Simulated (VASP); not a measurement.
Co: single point with PBE

Crystal: Co.

```
Co
1.0
     0.00000    1.76011    1.76011
     1.76011    0.00000    1.76011
     1.76011    1.76011    0.00000
Co
1
Cartesian
  0.0000 0.0000 0.0000
```

This isn't the form of Co at room conditions, which is hcp.

```
Program             : VASP 6.6.1
Task                : single point
Functional          : PBE
Potentials or basis : VASP PAW PBE potentials, release 64 (Co)
Cutoff              : 520 eV
k mesh              : 20 × 20 × 20
Occupations         : gaussian, width 0.1 eV
Spin                : collinear spin, ferromagnetic start
Starting moments    : [1.97] μB
```

| Quantity | Value |
| --- | --- |
| Pressure | -0.7 GPa |
| Net moment | 1.64 μB per cell |
| Site moments | Co +1.65 μB |
| Valence electrons inside the program's atomic spheres | Co 8.26 |

Levels at points of the mesh, in eV from the Fermi level:
Spin up:
| k point | band 3 | band 4 | band 5 | band 6 | band 7 | band 8 |
| --- | --- | --- | --- | --- | --- | --- |
| (0.00, 0.00, 0.00) | -2.71 | -2.71 | -1.69 | -1.69 | 22.99 | 27.30 |
| (0.50, 0.00, 0.00) | -2.85 | -0.79 | -0.79 | -0.29 | 6.08 | 21.56 |
| (0.50, 0.50, 0.00) | -0.91 | -0.53 | -0.53 | 2.50 | 9.52 | 14.83 |
Spin down:
```tsv
k point	band 1	band 2	band 3	band 4	band 5	band 6	band 7	band 8
(0.00, 0.00, 0.00)	-8.97	-1.14	-1.14	-1.14	0.31	0.31	22.67	27.46
(0.50, 0.00, 0.00)	-4.28	-1.15	-1.15	-0.34	1.12	1.12	7.08	21.25
(0.50, 0.50, 0.00)	-4.08	-3.38	1.18	1.29	1.29	2.51	10.42	15.00
```

Run time: 46 s on 1 thread of Intel(R) Xeon(R) 6975P-C (Granite Rapids), with other jobs on the host, peak memory 0.18 GiB.
